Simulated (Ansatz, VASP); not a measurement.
## One calculation of Sr, two programs

File INCAR:

```
PREC = Accurate
ENCUT = 520
EDIFF = 1E-6
ISMEAR = -1
SIGMA = 0.05
LREAL = False
LASPH = True
NELM = 60
ALGO = Normal
ISIF = 2
LWAVE = False
LCHARG = True
GGA = PE
LELF = True
LVHAR = True
NBANDS = 11
```

File KPOINTS:

```
Automatic mesh
0
Gamma
  11 11 10
```

File POSCAR:

```
Sr
1.0
    3.1618863095      0.0000000000      0.0000000000
   -1.5809431548      2.7382738679      0.0000000000
    0.0000000000      0.0000000000      2.8588744612
Sr
1
Direct
    0.0000000000      0.0000000000      0.0000000000
```

Input for Ansatz:

```yaml
crystal:
  lattice:
    - [3.1618863095, 0.0, 0.0]
    - [-1.5809431548, 2.7382738679, 0.0]
    - [0.0, 0.0, 2.8588744612]
  atoms:
    - { symbol: Sr, position: [0.0, 0.0, 0.0] }
kpoints:
  mp_grid: { grid: [11, 11, 10] }
scf:
  occupations: { method: fermi_dirac, width: 0.05 }
hamiltonian:
  xc: pbe
  pseudopotentials: { kind: all_electron, datasets: crystal }
output:
  forces: true
  stress: true
  eigenvalues: true
```

Change from the starting cell: volume scaled by 0.45, crystal datasets.

Alike in both runs: task single point; functional PBE; k mesh 11 × 11 × 10; occupations fermi-dirac, width 0.05 eV; no spin polarisation.

|  | VASP | Ansatz |
| --- | --- | --- |
| version | VASP 6.6.1 | Ansatz 0.2.0 |
| potentials or method | VASP PAW PBE potentials, release 64 (Sr_sv), cutoff 520 eV | all-electron PAW with datasets made for the crystal, scalar-relativistic |

|  | VASP | Ansatz | Ansatz less VASP |
| --- | --- | --- | --- |
| pressure (GPa) | 28.5 | 28.0 | -0.53 |
| traceless stress, the component that is largest in VASP (GPa) | 0.20 | -0.05 | -0.251 |

Ansatz ran all-electron here, and VASP with PAW potentials.
